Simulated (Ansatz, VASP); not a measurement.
## Two plane-wave programs on AlNi3

INCAR

```
SYSTEM = AlNi3
ALGO = Normal
EDIFF = 1E-6
EDIFFG = -0.01
ENCUT = 600
GGA = PE
IBRION = 2
ISIF = 3
ISMEAR = -1
ISPIN = 2
LASPH = .TRUE.
LCHARG = .FALSE.
LMAXMIX = 4
LORBIT = 11
LREAL = .FALSE.
LWAVE = .FALSE.
MAGMOM = 1 1 1 0
NELM = 150
NSW = 60
PREC = Accurate
SIGMA = 0.05
```

File KPOINTS:

```
k-points
0
G
  8 8 8
  0 0 0
```

File POSCAR:

```
AlNi3
1.0
    3.5230547267      0.0000000000      0.0000000000
    0.0000000000      3.5230547267      0.0000000000
    0.0000000000      0.0000000000      3.5230547267
Ni Al
3 1
Direct
    0.5000000000      0.5000000000      0.0000000000
    0.5000000000      0.0000000000      0.5000000000
    0.0000000000      0.5000000000      0.5000000000
    0.0000000000      0.0000000000      0.0000000000
```

File input.yaml:

```yaml
crystal:
  lattice:
    - [3.5230547267, 0.0, 0.0]
    - [0.0, 3.5230547267, 0.0]
    - [0.0, 0.0, 3.5230547267]
  atoms:
    - { symbol: Ni, position: [0.5, 0.5, 0.0], spin: 1.0 }
    - { symbol: Ni, position: [0.5, 0.0, 0.5], spin: 1.0 }
    - { symbol: Ni, position: [0.0, 0.5, 0.5], spin: 1.0 }
    - { symbol: Al, position: [0.0, 0.0, 0.0] }
hamiltonian:
  xc: pbe
  pseudopotentials: { kind: paw }
magnetization:
  spin_polarized: true
kpoints:
  mp_grid: { grid: [8, 8, 8] }
scf:
  occupations: { method: fermi_dirac, width: 0.05 }
output:
  forces: true
  stress: true
  eigenvalues: true
relax:
  f_tol: 0.01
  max_steps: 40
  cell: { stress_tol: 0.05 }
```

Alike in both runs: task relaxation of cell and atoms; functional PBE; k mesh 8 × 8 × 8; occupations fermi-dirac, width 0.05 eV; collinear spin.

```csv
,VASP,Ansatz
version,VASP 6.6.1,Ansatz 0.2.0
potentials or method,"VASP PAW PBE potentials, release 64 (Ni, Al)",Ansatz PAW
plane-wave cutoff (eV),600,420
valence electrons in the cell,33,57
```

```tsv
	VASP	Ansatz	Ansatz less VASP
gap on the k mesh at the Fermi level, each at its own relaxed structure (eV)	none	none	-
net moment per atom (μB)	0.00	0.18	+0.182
size of the moment on the site where the two differ most (μB)	0.00	0.27	+0.271
relaxed volume (Å³/atom)	11.34	11.35	+0.006
relaxed length of the cell vector where the two differ most in proportion (Å)	3.566	3.567	+0.0006
```

The net moments are unlike, so the other rows may belong to different states. Site moments also hang on the region over which each program counts them. A gap of «none» marks a metal or a gap that the smearing closes. VASP's potentials hold 33 valence electrons a cell and Ansatz's 57, so a difference there can come from the potentials and not from the codes.

Noted on Ansatz's run: the plane-wave basis is chosen anew once the cell has moved, so the energies of steps on either side of that aren't comparable.
